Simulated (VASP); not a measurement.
Write the native input for VASP 6.6.1 that does the following.

- Task: single point
- Functional: PBEsol
- Potentials or basis: VASP PAW PBE potentials, release 64 (Ir)
- Cutoff: 500 eV
- k mesh: 11 × 11 × 11
- Occupations: fermi-dirac, width 0.1 eV
- Spin: no spin polarisation
- Dipole correction: no
- Further INCAR settings: ALGO = Normal; EDIFF = 1e-06; NBANDS = 10

The structure of Ir lies in POSCAR:

```
Ir
1.0
    0.0000000000      1.9155170906      1.9155170906
    1.9155170906      0.0000000000      1.9155170906
    1.9155170906      1.9155170906      0.0000000000
Ir
1
Direct
    0.0000000000      0.0000000000      0.0000000000
```

The input as run:

INCAR

```
SYSTEM = Ir
PREC = Accurate ; ENCUT = 500
EDIFF = 1E-6 ; ISMEAR = -1
SIGMA = 0.1 ; LREAL = .False.
LASPH = .True. ; NELM = 120
ALGO = Normal ; ISIF = 2
LWAVE = .False. ; LCHARG = .True.
GGA = PS ; LELF = .True.
LVHAR = .True. ; NBANDS = 10
GGA_COMPAT = .False.
```

KPOINTS

```
regular mesh
0
Gamma
  11 11 11
  0 0 0
```

Potentials or basis: VASP PAW PBE potentials, release 64 (Ir).

The run is started by

```sh
$ cat potpaw_PBE.64/Ir/POTCAR > POTCAR
$ mpirun -np 1 vasp_std > vasp.out
```

Results of the run:

- Pressure: 1.5 GPa
- Band gap on the k mesh: zero (an odd number of electrons rules out a gap without spin polarisation)

Caveat: the PAW data sets were made with another functional, which shifts forces and pressure a little; spin-orbit coupling is left out, which moves the levels of the heavy elements.

Wall time 12 s on 1 thread of AMD EPYC 7R43 64-Core Processor (Zen 3), on a shared host, peak memory 0.1 GiB.
